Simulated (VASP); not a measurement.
# GaSb (F-43m) in VASP: further runs

GaSb is run at these levels: r2SCAN+rVV10, r2SCAN+D4; tasks: relaxation of cell and atoms.

All numbers are computed with VASP 6.6.1; they aren't measurements. Logs are shortened: lines on timing, memory, paths and dates and some standing lists are left out, and cuts for length are marked.

### 1 The cell of the first run

The structure is cubic, space group F-43m (No. 216). The conventional cell has a = 6.118 Å, b = 6.118 Å, c = 6.118 Å, α = 90.00°, β = 90.00°, γ = 90.00°. Within 3.5 Å of Ga (site symmetry -43m) lie 4 Sb at 2.65 Å. Sb (site symmetry -43m) has 4 Ga at 2.65 Å within 3.5 Å.

### 2 Relaxation of cell and atoms, r2SCAN+rVV10

POSCAR

```
GaSb
1.0
    4.3260790000      0.0000000000      0.0000000000
    2.1630395000      3.7464943128      0.0000000000
    2.1630395000      1.2488314376      3.5322287123
Ga Sb
1 1
Direct
    0.0000000000      0.0000000000      0.0000000000
    0.2500000000      0.2500000000      0.2500000000
```

INCAR.step1

```
SYSTEM = GaSb
PREC = Accurate ; ENCUT = 550
ISMEAR = 0 ; SIGMA = 0.01
LREAL = .False. ; LASPH = .True.
NELM = 120 ; GGA = PE
ALGO = Normal ; EDIFF = 1E-5
LWAVE = .True. ; LCHARG = .False.
GGA_COMPAT = .False. ; IBRION = 2
ISIF = 3 ; EDIFFG = -0.005
NELMIN = 4 ; NSW = 100
```

INCAR.step2

```
SYSTEM = GaSb
PREC = Accurate ; ENCUT = 550
EDIFF = 1E-7 ; ISMEAR = 0
SIGMA = 0.01 ; LREAL = .False.
LASPH = .True. ; NELM = 120
ALGO = Normal ; ISIF = 3
LWAVE = .False. ; LCHARG = .False.
METAGGA = R2SCAN ; LMIXTAU = .True.
LUSE_VDW = .True. ; IVDW_NL = 2
BPARAM = 11.95 ; CPARAM = 0.0093
IBRION = 2 ; NSW = 80
EDIFFG = -0.01 ; ISTART = 1
GGA_COMPAT = .False. ; NELMIN = 4
```

KPOINTS

```
regular mesh
0
Gamma
  6 6 6
  0 0 0
```

Potentials or basis: VASP PAW PBE potentials, release 64 (Ga_d, Sb).

Run with:

```console
$ cat potpaw_PBE.64/Ga_d/POTCAR potpaw_PBE.64/Sb/POTCAR > POTCAR
$ cp INCAR.step1 INCAR
$ mpirun -np 1 vasp_std > vasp.out
$ cp INCAR.step2 INCAR
$ mpirun -np 1 vasp_std > vasp.out
```

OUTCAR:

```text
SYSTEM = GaSb
   PREC = Accurate
   ENCUT = 550
   EDIFF = 1E-7
   ISMEAR = 0
   LREAL = .False.
   LASPH = .True.
   NELM = 120
   ISIF = 3
   METAGGA = R2SCAN
   IVDW_NL = 2
   BPARAM = 11.95
   IBRION = 2
   NSW = 80
   EDIFFG = -0.01
   ISTART = 1
   NELMIN = 4

 ion  position               nearest neighbor table
   1  0.000  0.000  0.000-   2 2.65   2 2.65   2 2.65   2 2.65
   2  0.250  0.250  0.250-   1 2.65   1 2.65   1 2.65   1 2.65

  LATTYP: Found a face centered cubic cell.
 ALAT       =     6.1179995937

  Lattice vectors:

 A1 = (   4.3260790000,   0.0000000000,   0.0000000000)
 A2 = (   2.1630395000,   3.7464943128,   0.0000000000)
 A3 = (   2.1630395000,   1.2488314376,   3.5322287123)

Analysis of symmetry for initial positions (statically):
=====================================================================
 Subroutine PRICEL returns:
 Original cell was already a primitive cell.

 Routine SETGRP: Setting up the symmetry group for a
 face centered cubic supercell.

 Subroutine GETGRP returns: Found 24 space group operations
 (whereof 24 operations were pure point group operations)
 out of a pool of 48 trial point group operations.

The static configuration has the point symmetry T_d .

Analysis of symmetry for dynamics (positions and initial velocities):
=====================================================================
 Subroutine PRICEL returns:
 Original cell was already a primitive cell.

 Routine SETGRP: Setting up the symmetry group for a
 face centered cubic supercell.

 Subroutine GETGRP returns: Found 24 space group operations
 (whereof 24 operations were pure point group operations)
 out of a pool of 48 trial point group operations.

The dynamic configuration has the point symmetry T_d .

 Subroutine INISYM returns: Found 24 space group operations
 (whereof 24 operations are pure point group operations),
 and found     1 'primitive' translations

----------------------------------------------------------------------------------------

                                     Primitive cell

  volume of cell :      57.2491

  direct lattice vectors                    reciprocal lattice vectors
     4.326079000  0.000000000  0.000000000     0.231156204 -0.133458097 -0.094369125
     2.163039500  3.746494313  0.000000000     0.000000000  0.266916193 -0.094369125
     2.163039500  1.248831438  3.532228712     0.000000000  0.000000000  0.283107375

  length of vectors
     4.326079000  4.326079000  4.326079000     0.283107375  0.283107375  0.283107375

  position of ions in fractional coordinates (direct lattice)
     0.000000000  0.000000000  0.000000000
     0.250000000  0.250000000  0.250000000

  ion indices of the primitive-cell ions
   primitive index   ion index
                 1           1
                 2           2

----------------------------------------------------------------------------------------

 KPOINTS: regular mesh

Automatic generation of k-mesh.
 Grid dimensions read from file:
 generate k-points for:    6    6    6

 Generating k-lattice:

  Cartesian coordinates                     Fractional coordinates (reciprocal lattice)
     0.038526034 -0.022243016 -0.015728188     0.166666667 -0.000000000 -0.000000000
     0.000000000  0.044486032 -0.015728188     0.000000000  0.166666667  0.000000000
     0.000000000  0.000000000  0.047184563     0.000000000  0.000000000  0.166666667

  Length of vectors
     0.047184563  0.047184563  0.047184563

  Shift w.r.t. Gamma in fractional coordinates (k-lattice)
     0.000000000  0.000000000  0.000000000

 Subroutine IBZKPT returns following result:
 ===========================================

 Found     16 irreducible k-points:

 Following reciprocal coordinates:
            Coordinates               Weight
  0.000000  0.000000  0.000000      1.000000
  0.166667 -0.000000  0.000000      8.000000
  0.333333 -0.000000  0.000000      8.000000
  0.500000  0.000000  0.000000      4.000000
  0.166667  0.166667  0.000000      6.000000
  0.333333  0.166667  0.000000     24.000000
[... 8 lines left out ...]
 -0.333333  0.333333  0.166667     24.000000
 -0.333333  0.500000  0.166667     12.000000
   k-points           NKPTS =     16   k-points in BZ     NKDIM =     16   number of bands    NBANDS=     13
   number of dos      NEDOS =    301   number of ions     NIONS =      2
   total plane-waves  NPLWV =  46656
   dimension x,y,z NGX =    36 NGY =   36 NGZ =   36
   dimension x,y,z NGXF=    72 NGYF=   72 NGZF=   72
   ions per type =               1   1
   NGX,Y,Z   is equivalent  to a cutoff of  13.83, 13.83, 13.83 a.u.
   NGXF,Y,Z  is equivalent  to a cutoff of  27.67, 27.67, 27.67 a.u.
 SYSTEM =  GaSb
   PREC   = accura    normal or accurate (medium, high low for compatibility)
   ISTART =      1    job   : 0-new  1-cont  2-samecut
   ICHARG =      0    charge: 1-file 2-atom 10-const
   ISPIN  =      1    spin polarized calculation?
   LNONCOLLINEAR =      F non collinear calculations
   LSORBIT =      F    spin-orbit coupling
   LASPH  =      T    aspherical Exc in radial PAW
   ENCUT  =  550.0 eV  40.42 Ry    6.36 a.u.   8.27  8.27  8.27*2*pi/ulx,y,z
   NELM   =    120;   NELMIN=  4; NELMDL=  0     # of ELM steps
   EDIFF  = 0.1E-06   stopping-criterion for ELM
   LREAL  =      F    real-space projection
   EDIFFG = -.1E-01   stopping-criterion for IOM
   NSW    =     80    number of steps for IOM
   IBRION =      2    ionic relax: 0-MD 1-quasi-New 2-CG
   NFREE  =      1    steps in history (QN), initial steepest desc. (CG)
   ISIF   =      3    stress and relaxation
   ISYM   =      2    0-nonsym 1-usesym 2-fastsym
   POTIM  = 0.5000    time-step for ionic-motion
   TEBEG  =    0.0;   TEEND  =   0.0 temperature during run
   PSTRESS=    0.0 pullay stress
   NELECT =      18.0000    total number of electrons
   NUPDOWN=      -1.0000    fix difference up-down
   EMIN   =  10.00;   EMAX   =-10.00  energy-range for DOS
   EFERMI =   0.00;   METHOD = LEGACY
   ISMEAR =     0;   SIGMA  =   0.01  broadening in eV -4-tet -1-fermi 0-gaus
   EFERMI_NEDOS =   21; number of points for ismear=-14 and -15
   IALGO  =     38    algorithm
   IMIX   =      4    mixing-type and parameters
     AMIX     =   0.40;   BMIX     =  1.00
     AMIX_MAG =   1.60;   BMIX_MAG =  1.00
  volume/ion in A,a.u.               =      28.62       193.17
  Fermi-wavevector in a.u.,A,eV,Ry     =   1.113208  2.103658 16.860768  1.239231
  Thomas-Fermi vector in A             =   2.249790
   LORBIT       =      0    0 simple, 1 ext, 2 COOP (PROOUT), +10 PAW based schemes
   METAGGA = R2SCAN    functional components
   LHFCALC =     F    Hartree Fock is set to
   AEXX    =    0.0000 exact exchange contribution
   IVDW_NL    =     2    kernel type
   BPARAM     =11.9500
   IVDW    =     0    specifies the selected vdW correction
   LEPSILON=     F    determine dielectric tensor
   LRPA    =     F    only Hartree local field effects (RPA)
 conjugate gradient relaxation of ions
 non-spin polarized calculation
 Gauss-broadening in eV      SIGMA  =   0.01
  energy-cutoff  :      550.00
  volume of cell :       57.25
 maximum number of plane-waves:      1694
 NGX is ok and might be reduce to    36
   NGX = 17   NGY = 17   NGZ = 17

--------------------------------------- Ionic step        1  -------------------------------------------

 number of electron      18.0000006 magnetization

 Free energy of the ion-electron system (eV)
  ---------------------------------------------------
  ext. energy  EPLUGINS =         0.00000000
  ---------------------------------------------------
  free energy    TOTEN  =       -36.95694749 eV

  energy without entropy =      -36.95694749  energy(sigma->0) =      -36.95694749

------------------------ aborting loop because EDIFF is reached ----------------------------------------

  FORCE on cell =-STRESS in cart. coord.  units (eV):
  Direction    XX          YY          ZZ          XY          YZ          ZX
  --------------------------------------------------------------------------------------
  -------------------------------------------------------------------------------------
  Total       -0.0697501     -0.0697501     -0.0697501     -0.0000000      0.0000000      0.0000000
  in kB       -1.9520322     -1.9520322     -1.9520322     -0.0000000      0.0000000      0.0000000
  external PRESSURE =      -1.9520322 kB  Pullay stress =       0.0000000 kB

 VOLUME and BASIS-vectors are now :
 -----------------------------------------------------------------------------
  energy-cutoff  :      550.00
  volume of cell :       57.25
      direct lattice vectors                 reciprocal lattice vectors
     4.326079000  0.000000000  0.000000000     0.231156204 -0.133458097 -0.094369125
     2.163039500  3.746494313  0.000000000     0.000000000  0.266916193 -0.094369125
     2.163039500  1.248831438  3.532228712     0.000000000  0.000000000  0.283107375

 POSITION                                       TOTAL-FORCE (eV/Angst)
 -----------------------------------------------------------------------------------
      0.00000      0.00000      0.00000         0.000000     -0.000000     -0.000000
      2.16304      1.24883      0.88306        -0.000000      0.000000      0.000000
 -----------------------------------------------------------------------------------
    total drift:                                0.000000      0.000000      0.000000

  FREE ENERGIE OF THE ION-ELECTRON SYSTEM (eV)
  ---------------------------------------------------
  free  energy   TOTEN  =       -36.9569474926 eV
[... 17 lines left out ...]
 VOLUME and BASIS-vectors are now :
 -----------------------------------------------------------------------------
  energy-cutoff  :      550.00
  volume of cell :       56.96
      direct lattice vectors                 reciprocal lattice vectors
     4.318800525 -0.000000000  0.000000000     0.231545772 -0.133683014 -0.094528165
     2.159400263  3.740190969  0.000000000     0.000000000  0.267366027 -0.094528165
     2.159400263  1.246730323  3.526285863    -0.000000000 -0.000000000  0.283584496

 POSITION                                       TOTAL-FORCE (eV/Angst)
 -----------------------------------------------------------------------------------
      4.31880      4.98692      3.52629        -0.000000     -0.000000      0.000000
      2.15940      1.24673      0.88157         0.000000      0.000000     -0.000000
 -----------------------------------------------------------------------------------
    total drift:                                0.000000      0.000000     -0.000000

  FREE ENERGIE OF THE ION-ELECTRON SYSTEM (eV)
  ---------------------------------------------------
  free  energy   TOTEN  =       -36.9570720600 eV

  energy  without entropy=      -36.9570720600  energy(sigma->0) =      -36.95707206

--------------------------------------- Ionic step        3  -------------------------------------------

 number of electron      18.0000006 magnetization

 Free energy of the ion-electron system (eV)
  ---------------------------------------------------
  ext. energy  EPLUGINS =         0.00000000
  ---------------------------------------------------
  free energy    TOTEN  =       -36.95708875 eV

  energy without entropy =      -36.95708875  energy(sigma->0) =      -36.95708875

 E-fermi :   4.7975     XC(G=0):  -9.7963

 val. band max:        4.7206206754   @ k =   0.0000   0.0000   0.0000
 cond. band min:       5.1966259945   @ k =   0.0000   0.0000   0.0000
 fundamental gap:      0.4760053191
 Fermi energy:         4.7974829978

 k-point     1 :       0.0000    0.0000    0.0000
  band No.  band energies     occupation
      1     -10.7821      2.00000
      2     -10.7821      2.00000
      3     -10.7821      2.00000
      4     -10.7246      2.00000
      5     -10.7246      2.00000
      6      -7.2464      2.00000
      7       4.7206      2.00000
      8       4.7206      2.00000
      9       4.7206      2.00000
     10       5.1966      0.00000
     11       7.6819      0.00000
     12       7.6819      0.00000
     13       7.6819      0.00000

 k-point     2 :       0.1667   -0.0000    0.0000
  band No.  band energies     occupation
      1     -10.7900      2.00000
      2     -10.7788      2.00000
      3     -10.7788      2.00000
      4     -10.7250      2.00000
      5     -10.7250      2.00000
      6      -6.9465      2.00000
      7       2.0105      2.00000
      8       4.2946      2.00000
      9       4.2946      2.00000
     10       6.0223      0.00000
     11       8.2556      0.00000
     12       8.2556      0.00000
     13       9.0173      0.00000
[... 235 lines left out ...]
 VOLUME and BASIS-vectors are now :
 -----------------------------------------------------------------------------
  energy-cutoff  :      550.00
  volume of cell :       57.03
      direct lattice vectors                 reciprocal lattice vectors
     4.320624885 -0.000000000  0.000000000     0.231448003 -0.133626567 -0.094488251
     2.160312442  3.741770911  0.000000000     0.000000000  0.267253133 -0.094488251
     2.160312442  1.247256970  3.527775446    -0.000000000 -0.000000000  0.283464754

 POSITION                                       TOTAL-FORCE (eV/Angst)
 -----------------------------------------------------------------------------------
      0.00000     -0.00000      0.00000        -0.000000     -0.000000     -0.000000
      2.16031      1.24726      0.88194         0.000000      0.000000      0.000000
 -----------------------------------------------------------------------------------
    total drift:                                0.000000      0.000000      0.000000

  FREE ENERGIE OF THE ION-ELECTRON SYSTEM (eV)
  ---------------------------------------------------
  free  energy   TOTEN  =       -36.9570887464 eV

  energy  without entropy=      -36.9570887464  energy(sigma->0) =      -36.95708875

 reached required accuracy - stopping structural energy minimisation
```

Wall time 6 min (1 thread of Intel Xeon 6975P-C, shared host); peak memory 0.4 GiB.

Results:

```yaml
Free_energy: -36.9571 eV
Relaxed_volume: 28.52 Å³/atom
Relaxed_cell: a = 4.321 Å, b = 4.321 Å, c = 4.321 Å, α = 60.00°, β = 60.00°, γ = 60.00°
Space_group_after_relaxing_to_0.05_Å: F-43m (No. 216)
Energy_gained_by_relaxing: 0.1 meV/atom
Ionic_steps: 3
Pressure_after_relaxing: 0.0 GPa
Band_gap_on_the_k_mesh: 0.48 eV, direct
```

The path:
```
step  energy change (eV)  largest force (eV/Å)  pressure (GPa)  volume (Å³)
   1              0.0000                0.0000           -0.20        57.25
   2             -0.0001                0.0000            0.09        56.96
   3             -0.0001                0.0000            0.02        57.03
```

Final structure:
```
CELL_PARAMETERS angstrom
4.32062 0.00000 0.00000
2.16031 3.74177 0.00000
2.16031 1.24726 3.52778
ATOMIC_POSITIONS crystal
Ga 0.00000 0.00000 0.00000
Sb 0.25000 0.25000 0.25000
```

Caveat: the PAW data sets were made with another functional, which shifts forces and pressure a little; spin-orbit coupling is left out, which moves the levels of the heavy elements. r2SCAN opens gaps a little over a GGA but as a rule still falls short of measured ones.

### 3 Relaxation of cell and atoms, r2SCAN+D4

POSCAR is that of step 2.

INCAR.step1

```
ALGO = Normal
EDIFF = 1E-5
EDIFFG = -0.005
ENCUT = 550
GGA = PE
GGA_COMPAT = F
IBRION = 2
ISIF = 3
ISMEAR = 0
LASPH = T
LCHARG = F
LREAL = F
LWAVE = T
NELM = 120
NELMIN = 4
NSW = 100
PREC = Accurate
SIGMA = 0.01
```

INCAR.step2

```
ALGO = Normal
EDIFF = 1E-7
EDIFFG = -0.01
ENCUT = 550
GGA_COMPAT = F
IBRION = 2
ISIF = 3
ISMEAR = 0
ISTART = 1
IVDW = 13
LASPH = T
LCHARG = F
LMIXTAU = T
LREAL = F
LWAVE = F
METAGGA = R2SCAN
NELM = 120
NELMIN = 4
NSW = 80
PREC = Accurate
SIGMA = 0.01
VDW_A1 = 0.51559235
VDW_A2 = 5.77342911
VDW_S6 = 1.0
VDW_S8 = 0.6018749
```

KPOINTS

```
k-points
0
Gamma
  6 6 6
```

Potentials or basis: VASP PAW PBE potentials, release 64 (Ga_d, Sb).

Run with:

```console
$ cat potpaw_PBE.64/Ga_d/POTCAR potpaw_PBE.64/Sb/POTCAR > POTCAR
$ cp INCAR.step1 INCAR
$ mpirun -np 1 vasp_std > vasp.out
$ cp INCAR.step2 INCAR
$ mpirun -np 1 vasp_std > vasp.out
```

It took 2.8 min on 1 thread of Intel Xeon 6975P-C, shared host; peak memory 0.23 GiB.

The run converged. Its results:

- Free energy: -37.8627 eV
- Relaxed volume: 28.47 Å³/atom
- Relaxed cell: a = 4.318 Å, b = 4.318 Å, c = 4.318 Å, α = 60.00°, β = 60.00°, γ = 60.00°
- Space group after relaxing (to 0.05 Å): F-43m (No. 216)
- Energy gained by relaxing: 0.1 meV/atom
- Ionic steps: 3
- Pressure after relaxing: 0.0 GPa
- Band gap on the k mesh: 0.49 eV, direct
- Dispersion energy per atom: -0.143 eV

The path:
```csv
step,energy change (eV),largest force (eV/Å),pressure (GPa),volume (Å³)
1,0.0000,0.0000,-0.28,57.25
2,-0.0002,0.0000,0.12,56.84
3,-0.0003,0.0000,0.03,56.94
```

Final structure:
```
CELL_PARAMETERS angstrom
4.31839 0.00000 0.00000
2.15920 3.73984 0.00000
2.15920 1.24661 3.52595
ATOMIC_POSITIONS crystal
Ga 0.00000 0.00000 0.00000
Sb 0.25000 0.25000 0.25000
```

Levels at points of the mesh, in eV from the valence-band top:
```
           k point  band 6  band 7  band 8  band 9  band 10  band 11  band 12  band 13
(0.00, 0.00, 0.00)  -11.97    0.00    0.00    0.00     0.49     2.98     2.98     2.98
(0.50, 0.00, 0.00)  -10.23   -6.61   -1.22   -1.22     0.69     4.01     4.01     6.92
(0.50, 0.50, 0.00)   -9.34   -7.08   -2.72   -2.72     1.11     1.47     9.30     9.30
```

Caveat: the PAW data sets were made with another functional, which shifts forces and pressure a little; spin-orbit coupling is left out, which moves the levels of the heavy elements.
